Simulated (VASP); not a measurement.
Input of a VASP 6.6.1 run:

Contents of POSCAR:

```
CdI2
1.0
    4.2470087284      0.0000000000      0.0000000000
   -2.1235043642      3.6780174489      0.0000000000
    0.0000000000      0.0000000000      6.8950251473
Cd I
1 2
Direct
    0.0000000000      0.0000000000      0.0000000000
    0.3333333333      0.6666666667      0.2493934756
    0.6666666667      0.3333333333      0.7506065244
```

File INCAR.step1:

```
SYSTEM = CdI2
PREC = Accurate
ENCUT = 550
ISMEAR = 0
SIGMA = 0.01
LREAL = .FALSE.
LASPH = .TRUE.
NELM = 120
NBANDS = 20
GGA = PE
ALGO = Normal
EDIFF = 1E-5
LWAVE = .TRUE.
LCHARG = .FALSE.
GGA_COMPAT = .FALSE.
```

File INCAR.step2:

```
SYSTEM = CdI2
PREC = Accurate
ENCUT = 550
EDIFF = 1E-6
ISMEAR = 0
SIGMA = 0.01
LREAL = .FALSE.
LASPH = .TRUE.
NELM = 120
ALGO = Normal
ISIF = 2
LWAVE = .FALSE.
LCHARG = .TRUE.
METAGGA = R2SCAN
LMIXTAU = .TRUE.
LELF = .TRUE.
LVHAR = .TRUE.
NBANDS = 20
ISTART = 1
GGA_COMPAT = .FALSE.
```

The input KPOINTS:

```
Automatic mesh
0
G
  6 6 4
  0 0 0
```

Potentials or basis: VASP PAW PBE potentials, release 64 (Cd, I).

Launch:

```bash
$ cat potpaw_PBE.64/Cd/POTCAR potpaw_PBE.64/I/POTCAR > POTCAR
$ cp INCAR.step1 INCAR
$ mpirun -np 1 vasp_std > vasp.out
$ cp INCAR.step2 INCAR
$ mpirun -np 1 vasp_std > vasp.out
```

(1) Predict the largest force.

(2) What does it give for the pressure?

Answers

(1) 0.019 eV/Å.

(2) 1.0 GPa.

Caveat: the PAW data sets were made with another functional, which shifts forces and pressure a little.
